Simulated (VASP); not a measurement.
Write the native input for VASP 6.6.1 that does the following.

```
Task                   : single point
Functional             : PBE
Potentials or basis    : VASP PAW PBE potentials, release 64 (K_sv, Nd_3, Sb), 4f in core
Cutoff                 : 500 eV
k mesh                 : 3 × 3 × 2
Occupations            : gaussian, width 0.2 eV
Spin                   : no spin polarisation
Dipole correction      : no
Mended                 : yes
Further INCAR settings : ALGO = Normal; EDIFF = 1e-06; NBANDS = 32
```

The structure of KNd2Sb3 lies in POSCAR:

```
KNd2Sb3
1.0
    6.3627693284      0.0000000000      0.0000000000
    0.0000000000      6.3627693284      0.0000000000
    0.0000000000      0.0000000000      6.3431088792
K Nd Sb
1 2 3
Direct
    0.0000000000      0.0000000000      0.4600713232
    0.5000000000      0.0000000000     -0.0355333626
    0.0000000000      0.5000000000     -0.0355333626
    0.5000000000      0.0000000000      0.4637790489
    0.0000000000      0.5000000000      0.4637790489
    0.0000000000      0.0000000000      0.9596473643
```

The cell was built from a structure type or drawn by symmetry, and may not be a known phase.

One way to write it, as run:

INCAR

```
SYSTEM = KNd2Sb3
  PREC = Accurate
  ENCUT = 500
  EDIFF = 1E-6
  ISMEAR = 0
  SIGMA = 0.2
  LREAL = .FALSE.
  LASPH = .TRUE.
  NELM = 200
  ALGO = Normal
  ISIF = 2
  LWAVE = .FALSE.
  LCHARG = .FALSE.
  GGA = PE
  NBANDS = 32
  GGA_COMPAT = .FALSE.
  LMAXMIX = 6
```

KPOINTS

```
Automatic mesh
0
G
  3 3 2
  0 0 0
```

Potentials or basis: VASP PAW PBE potentials, release 64 (K_sv, Nd_3, Sb), 4f in core.

Run with:

```console
$ cat potpaw_PBE.64/K_sv/POTCAR potpaw_PBE.64/Nd_3/POTCAR potpaw_PBE.64/Sb/POTCAR > POTCAR
$ mpirun -np 1 vasp_std > vasp.out
```

It gave:

* Pressure: 0.3 GPa
* Largest force: 0.021 eV/Å
* Band gap on the k mesh: zero (bands 23 and 24 overlap by 0.12 eV)

Caveat: the k points lie up to 0.50 Å⁻¹ apart; spin-orbit coupling is left out, which moves the levels of the heavy elements; the 4f electrons are frozen in the core, so they carry no moment and show no levels.

Run time: 52 s on 1 thread of Intel(R) Xeon(R) 6975P-C (Granite Rapids), on a shared host, peak memory 0.31 GiB.
